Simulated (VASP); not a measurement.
# Si (a cell with a defect) in VASP: relaxation of the atoms with PBE

Aim: the relaxation of the atoms of Si (a cell with a defect) with PBE.

Everything below comes from runs of VASP 6.6.1. Logs are shortened: lines on timing, memory, paths and dates and some standing lists are left out, and cuts for length are marked.

## Step 1: The cell of the first run

The cell holds a defect, 17 atoms: a = 7.679 Å, b = 7.679 Å, c = 7.679 Å, α = 60.00°, β = 60.00°, γ = 60.00°.

## Step 2: Relaxation of the atoms, PBE

INCAR reads:

```
PREC = Accurate ; ENCUT = 520
EDIFF = 1E-6 ; ISMEAR = 0
SIGMA = 0.05 ; LREAL = Auto
LASPH = True ; NELM = 100
ALGO = Normal ; ISIF = 2
LWAVE = False ; LCHARG = False
GGA = PE ; IBRION = 2
NSW = 80 ; EDIFFG = -0.03
```

KPOINTS reads:

```
Automatic mesh
0
Gamma
  2 2 2
```

POSCAR reads:

```
Si
1.0
    0.0000000000      5.4300000000      5.4300000000
    5.4300000000      0.0000000000      5.4300000000
    5.4300000000      5.4300000000      0.0000000000
Si
17
Direct
    0.0000000000      0.0000000000      0.0000000000
    0.1250000000      0.1250000000      0.1250000000
    0.0000000000      0.0000000000      0.5000000000
    0.1250000000      0.1250000000      0.6250000000
    0.0000000000      0.5000000000      0.0000000000
    0.1250000000      0.6250000000      0.1250000000
    0.0000000000      0.5000000000      0.5000000000
    0.1250000000      0.6250000000      0.6250000000
    0.5000000000      0.0000000000      0.0000000000
    0.6250000000      0.1250000000      0.1250000000
    0.5000000000      0.0000000000      0.5000000000
    0.6250000000      0.1250000000      0.6250000000
    0.5000000000      0.5000000000      0.0000000000
    0.6250000000      0.6250000000      0.1250000000
    0.5000000000      0.5000000000      0.5000000000
    0.6250000000      0.6250000000      0.6250000000
    0.7521487500      0.7490570800      0.7488211700
```

Potentials or basis: VASP PAW PBE potentials, release 64 (Si).

Run with:

```console
$ cat potpaw_PBE.64/Si/POTCAR > POTCAR
$ mpirun -np 1 vasp_std > vasp.out
```

OUTCAR:

```text
PREC = Accurate
   ENCUT = 520
   EDIFF = 1E-6
   ISMEAR = 0
   LREAL = Auto
   LASPH = True
   NELM = 100
   ISIF = 2
   GGA = PE
   IBRION = 2
   NSW = 80
   EDIFFG = -0.03

 ion  position               nearest neighbor table
   1  0.000  0.000  0.000-   2 2.35   4 2.35   6 2.35  10 2.35
   2  0.125  0.125  0.125-   1 2.35   3 2.35   5 2.35   9 2.35
   3  0.000  0.000  0.500-   2 2.35   4 2.35   8 2.35  12 2.35  17 2.71
   4  0.125  0.125  0.625-   1 2.35   3 2.35   7 2.35  11 2.35
   5  0.000  0.500  0.000-   2 2.35   6 2.35   8 2.35  14 2.35  17 2.71
   6  0.125  0.625  0.125-   1 2.35   5 2.35   7 2.35  13 2.35
   7  0.000  0.500  0.500-   4 2.35   6 2.35   8 2.35  16 2.35  17 2.70
   8  0.125  0.625  0.625-  17 2.34   5 2.35   7 2.35  15 2.35   3 2.35
   9  0.500  0.000  0.000-   2 2.35  10 2.35  12 2.35  14 2.35  17 2.73
  10  0.625  0.125  0.125-   1 2.35   9 2.35  11 2.35  13 2.35
  11  0.500  0.000  0.500-   4 2.35  10 2.35  12 2.35  16 2.35  17 2.72
  12  0.625  0.125  0.625-   3 2.35   9 2.35  11 2.35  15 2.35  17 2.36
  13  0.500  0.500  0.000-   6 2.35  10 2.35  14 2.35  16 2.35  17 2.72
  14  0.625  0.625  0.125-   5 2.35   9 2.35  13 2.35  15 2.35  17 2.36
  15  0.500  0.500  0.500-   8 2.35  12 2.35  14 2.35  16 2.35
  16  0.625  0.625  0.625-   7 2.35  11 2.35  13 2.35  15 2.35  17 2.35
  17  0.752  0.749  0.749-   8 2.34  16 2.35  12 2.36  14 2.36   7 2.70   3 2.71   5 2.71  11 2.72
                            13 2.72   9 2.73

  LATTYP: Found a face centered cubic cell.
 ALAT       =    10.8600000000

  Lattice vectors:

 A1 = (   0.0000000000,   5.4300000000,   5.4300000000)
 A2 = (   5.4300000000,   0.0000000000,   5.4300000000)
 A3 = (   5.4300000000,   5.4300000000,   0.0000000000)

Analysis of symmetry for initial positions (statically):
=====================================================================
 Subroutine PRICEL returns:
 Original cell was already a primitive cell.

 Routine SETGRP: Setting up the symmetry group for a
 face centered cubic supercell.

 Subroutine GETGRP returns: Found  1 space group operations
 (whereof  1 operations were pure point group operations)
 out of a pool of 48 trial point group operations.

The static configuration has the point symmetry C_1 .

Analysis of symmetry for dynamics (positions and initial velocities):
=====================================================================
 Subroutine PRICEL returns:
 Original cell was already a primitive cell.

 Routine SETGRP: Setting up the symmetry group for a
 face centered cubic supercell.

 Subroutine GETGRP returns: Found  1 space group operations
 (whereof  1 operations were pure point group operations)
 out of a pool of 48 trial point group operations.

The dynamic configuration has the point symmetry C_1 .

 Subroutine INISYM returns: Found  1 space group operations
 (whereof  1 operations are pure point group operations),
 and found     1 'primitive' translations

----------------------------------------------------------------------------------------

                                     Primitive cell

  volume of cell :     320.2060

  direct lattice vectors                    reciprocal lattice vectors
     0.000000000  5.430000000  5.430000000    -0.092081031  0.092081031  0.092081031
     5.430000000  0.000000000  5.430000000     0.092081031 -0.092081031  0.092081031
     5.430000000  5.430000000  0.000000000     0.092081031  0.092081031 -0.092081031

  length of vectors
     7.679179644  7.679179644  7.679179644     0.159489025  0.159489025  0.159489025

  position of ions in fractional coordinates (direct lattice)
     0.000000000  0.000000000  0.000000000
     0.125000000  0.125000000  0.125000000
     0.000000000  0.000000000  0.500000000
     0.125000000  0.125000000  0.625000000
     0.000000000  0.500000000  0.000000000
     0.125000000  0.625000000  0.125000000
[... 9 lines left out ...]
     0.625000000  0.625000000  0.625000000
     0.752148750  0.749057080  0.748821170

  ion indices of the primitive-cell ions
   primitive index   ion index
                 1           1
                 2           2
                 3           3
                 4           4
                 5           5
                 6           6
[... 9 lines left out ...]
                16          16
                17          17

----------------------------------------------------------------------------------------

 KPOINTS: Automatic mesh

Automatic generation of k-mesh.
 Grid dimensions read from file:
 generate k-points for:    2    2    2

 Generating k-lattice:

  Cartesian coordinates                     Fractional coordinates (reciprocal lattice)
    -0.046040516  0.046040516  0.046040516     0.500000000  0.000000000  0.000000000
     0.046040516 -0.046040516  0.046040516     0.000000000  0.500000000  0.000000000
     0.046040516  0.046040516 -0.046040516     0.000000000  0.000000000  0.500000000

  Length of vectors
     0.079744512  0.079744512  0.079744512

  Shift w.r.t. Gamma in fractional coordinates (k-lattice)
     0.000000000  0.000000000  0.000000000

 Subroutine IBZKPT returns following result:
 ===========================================

 Found      8 irreducible k-points:

 Following reciprocal coordinates:
            Coordinates               Weight
  0.000000  0.000000  0.000000      1.000000
  0.500000  0.000000  0.000000      1.000000
  0.000000  0.500000  0.000000      1.000000
  0.000000  0.000000  0.500000      1.000000
  0.500000  0.500000  0.500000      1.000000
  0.500000  0.500000  0.000000      1.000000
  0.000000  0.500000  0.500000      1.000000
  0.500000  0.000000  0.500000      1.000000
   k-points           NKPTS =      8   k-points in BZ     NKDIM =      8   number of bands    NBANDS=     43
   number of dos      NEDOS =    301   number of ions     NIONS =     17
   total plane-waves  NPLWV = 216000
   dimension x,y,z NGX =    60 NGY =   60 NGZ =   60
   dimension x,y,z NGXF=   120 NGYF=  120 NGZF=  120
   ions per type =              17
   NGX,Y,Z   is equivalent  to a cutoff of  12.99, 12.99, 12.99 a.u.
   NGXF,Y,Z  is equivalent  to a cutoff of  25.98, 25.98, 25.98 a.u.
 SYSTEM =  unknown system
   PREC   = accura    normal or accurate (medium, high low for compatibility)
   ISTART =      0    job   : 0-new  1-cont  2-samecut
   ICHARG =      2    charge: 1-file 2-atom 10-const
   ISPIN  =      1    spin polarized calculation?
   LNONCOLLINEAR =      F non collinear calculations
   LSORBIT =      F    spin-orbit coupling
   LASPH  =      T    aspherical Exc in radial PAW
   ENCUT  =  520.0 eV  38.22 Ry    6.18 a.u.  14.28 14.28 14.28*2*pi/ulx,y,z
   NELM   =    100;   NELMIN=  2; NELMDL= -5     # of ELM steps
   EDIFF  = 0.1E-05   stopping-criterion for ELM
   LREAL  =      T    real-space projection
   EDIFFG = -.3E-01   stopping-criterion for IOM
   NSW    =     80    number of steps for IOM
   IBRION =      2    ionic relax: 0-MD 1-quasi-New 2-CG
   NFREE  =      1    steps in history (QN), initial steepest desc. (CG)
   ISIF   =      2    stress and relaxation
   ISYM   =      2    0-nonsym 1-usesym 2-fastsym
   POTIM  = 0.5000    time-step for ionic-motion
   TEBEG  =    0.0;   TEEND  =   0.0 temperature during run
   PSTRESS=    0.0 pullay stress
   NELECT =      68.0000    total number of electrons
   NUPDOWN=      -1.0000    fix difference up-down
   EMIN   =  10.00;   EMAX   =-10.00  energy-range for DOS
   EFERMI =   0.00;   METHOD = LEGACY
   ISMEAR =     0;   SIGMA  =   0.05  broadening in eV -4-tet -1-fermi 0-gaus
   EFERMI_NEDOS =   21; number of points for ismear=-14 and -15
   IALGO  =     38    algorithm
   IMIX   =      4    mixing-type and parameters
     AMIX     =   0.40;   BMIX     =  1.00
     AMIX_MAG =   1.60;   BMIX_MAG =  1.00
  volume/ion in A,a.u.               =      18.84       127.11
  Fermi-wavevector in a.u.,A,eV,Ry     =   0.976715  1.845724 12.979587  0.953973
  Thomas-Fermi vector in A             =   2.107356
   LORBIT       =      0    0 simple, 1 ext, 2 COOP (PROOUT), +10 PAW based schemes
   GGA     = PE    functional components
   LHFCALC =     F    Hartree Fock is set to
   AEXX    =    0.0000 exact exchange contribution
   IVDW    =     0    specifies the selected vdW correction
   LEPSILON=     F    determine dielectric tensor
   LRPA    =     F    only Hartree local field effects (RPA)
 conjugate gradient relaxation of ions
 non-spin polarized calculation
 Gauss-broadening in eV      SIGMA  =   0.05
  energy-cutoff  :      520.00
  volume of cell :      320.21
 maximum number of plane-waves:      8646
 NGX is ok and might be reduce to    60
   NGX = 29   NGY = 29   NGZ = 29

--------------------------------------- Ionic step        1  -------------------------------------------

 number of electron      68.0000004 magnetization

 Free energy of the ion-electron system (eV)
  ---------------------------------------------------
  ext. energy  EPLUGINS =         0.00000000
  ---------------------------------------------------
  free energy    TOTEN  =       -87.87635174 eV

  energy without entropy =      -87.86671033  energy(sigma->0) =      -87.87153104

------------------------ aborting loop because EDIFF is reached ----------------------------------------

  FORCE on cell =-STRESS in cart. coord.  units (eV):
  Direction    XX          YY          ZZ          XY          YZ          ZX
  --------------------------------------------------------------------------------------
  -------------------------------------------------------------------------------------
  Total       11.6380439     11.6374781     11.6374476     -0.0852637      0.1482762     -0.0689059
  in kB       58.2319175     58.2290861     58.2289336     -0.4266239      0.7419124     -0.3447761
  external PRESSURE =      58.2299791 kB  Pullay stress =       0.0000000 kB
[... 138 lines left out ...]
  energy  without entropy=      -87.9840585664  energy(sigma->0) =      -87.98906501

--------------------------------------- Ionic step        4  -------------------------------------------

 number of electron      68.0000001 magnetization

 Free energy of the ion-electron system (eV)
  ---------------------------------------------------
  ext. energy  EPLUGINS =         0.00000000
  ---------------------------------------------------
  free energy    TOTEN  =       -87.99559825 eV

  energy without entropy =      -87.98561578  energy(sigma->0) =      -87.99060701

 E-fermi :   6.9086     XC(G=0):  -9.6742

 val. band max:        6.6725126290   @ k =   0.0000   0.0000   0.0000
 cond. band min:       6.9243650780   @ k =   0.5000   0.5000   0.0000
 fundamental gap:      0.2518524490
 Fermi energy:         6.9085951078

 k-point     1 :       0.0000    0.0000    0.0000
  band No.  band energies     occupation
      1      -6.3232      2.00000
      2      -3.7663      2.00000
      3      -3.6319      2.00000
      4      -3.6308      2.00000
      5      -3.6303      2.00000
      6      -2.8206      2.00000
[... 401 lines left out ...]
  FREE ENERGIE OF THE ION-ELECTRON SYSTEM (eV)
  ---------------------------------------------------
  free  energy   TOTEN  =       -87.9955982488 eV

  energy  without entropy=      -87.9856157809  energy(sigma->0) =      -87.99060701

 reached required accuracy - stopping structural energy minimisation
```

It took 11 min on 1 thread of AMD EPYC 9755, shared host; peak memory 0.47 GiB.

What came out:

```
Free energy                  : -87.9956 eV
Energy gained by relaxing    : 7.0 meV/atom
Ionic steps                  : 4
Pressure after relaxing      : 5.3 GPa
Largest force after relaxing : 0.030 eV/Å
Band gap on the k mesh       : zero (bands 34 and 35 overlap by 0.26 eV)
```

Forces in eV/Å, atoms in the order of the input:
```
Si  -0.001  0.001  0.001
Si  -0.003 -0.006 -0.006
Si  -0.002  0.002  0.026
Si   0.007  0.004 -0.006
Si  -0.002  0.026  0.002
Si   0.007 -0.006  0.004
Si  -0.027  0.001  0.002
Si   0.008 -0.009 -0.009
Si   0.029  0.000  0.001
Si  -0.004  0.005  0.005
Si  -0.002 -0.028  0.001
Si  -0.019  0.017 -0.014
Si  -0.002  0.000 -0.028
Si  -0.019 -0.014  0.018
Si   0.004 -0.002 -0.003
Si   0.010  0.016  0.016
Si   0.018 -0.008 -0.010
```

The path:
```
step  energy change (eV)  largest force (eV/Å)  pressure (GPa)
   1              0.0000                0.9460            5.82
   2             -0.1170                0.1041            5.35
   3             -0.1177                0.0991            5.32
   4             -0.1192                0.0299            5.33
```

Final structure:
```cif
data_structure
_symmetry_space_group_name_H-M 'P 1'
_symmetry_Int_Tables_number 1
_cell_length_a 7.6792
_cell_length_b 7.6792
_cell_length_c 7.6792
_cell_angle_alpha 60.000
_cell_angle_beta 60.000
_cell_angle_gamma 60.000
_cell_volume 320.21
loop_
_atom_site_label
_atom_site_type_symbol
_atom_site_fract_x
_atom_site_fract_y
_atom_site_fract_z
_atom_site_occupancy
Si1 Si 0.99997 0.00001 0.00002 1
Si2 Si 0.12468 0.12457 0.12456 1
Si3 Si 0.00275 0.00278 0.49723 1
Si4 Si 0.12466 0.12455 0.62621 1
Si5 Si 0.00275 0.49724 0.00278 1
Si6 Si 0.12466 0.62620 0.12455 1
Si7 Si 0.00278 0.49721 0.49721 1
Si8 Si 0.13219 0.62261 0.62262 1
Si9 Si 0.49732 0.00268 0.00269 1
Si10 Si 0.62616 0.12461 0.12460 1
Si11 Si 0.49729 0.00272 0.49728 1
Si12 Si 0.62275 0.13156 0.62287 1
Si13 Si 0.49729 0.49729 0.00271 1
Si14 Si 0.62277 0.62288 0.13151 1
Si15 Si 0.50050 0.49978 0.49973 1
Si16 Si 0.62267 0.62279 0.62280 1
Si17 Si 0.75097 0.74957 0.74946 1
```

Caveat: the k points lie up to 0.50 Å⁻¹ apart.
